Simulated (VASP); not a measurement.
KF: single point with LDA

KF:

```
K F
1.0
    -0.02751    2.56804    2.56804
     2.56804   -0.02751    2.56804
     2.56804    2.56804   -0.02751
K F
1 1
Direct
  0.00000 0.00000 0.00000
  0.50000 0.50000 0.50000
```

```yaml
Program: VASP 6.6.1
Task: single point
Functional: LDA
Potentials_or_basis: VASP PAW LDA potentials, release 64 (K_sv, F)
Cutoff: 520 eV
k_mesh: 8 × 8 × 8
Occupations: gaussian, width 0.05 eV
Spin: no spin polarisation
Dipole_correction: no
Further_INCAR_settings: ALGO = Normal; EDIFF = 1e-06; NBANDS = 15
```

The pressure is 0.2 GPa and the band gap on the k mesh is 6.33 eV, direct.

Stress tensor (GPa, compression positive):
```
0.21 0.14 0.14
0.14 0.21 0.14
0.14 0.14 0.21
```

Levels at points of the mesh, in eV from the valence-band top:
```tsv
k point	band 6	band 7	band 8	band 9	band 10	band 11
(0.00, 0.00, 0.00)	-0.01	-0.01	0.00	6.33	10.70	10.70
(0.50, 0.00, 0.00)	-0.98	-0.48	-0.45	9.18	10.97	12.35
(0.50, 0.50, 0.00)	-0.15	-0.04	-0.03	7.94	10.69	12.22
(0.50, 0.50, 0.50)	-0.99	-0.50	-0.50	9.23	11.03	12.47
```

It took 69 s on 1 thread of AMD EPYC 7R13, with other jobs on the host, peak memory 0.13 GiB.

A k mesh can miss the band edges. A hybrid or GW would open this gap; LDA tends to underestimate it.
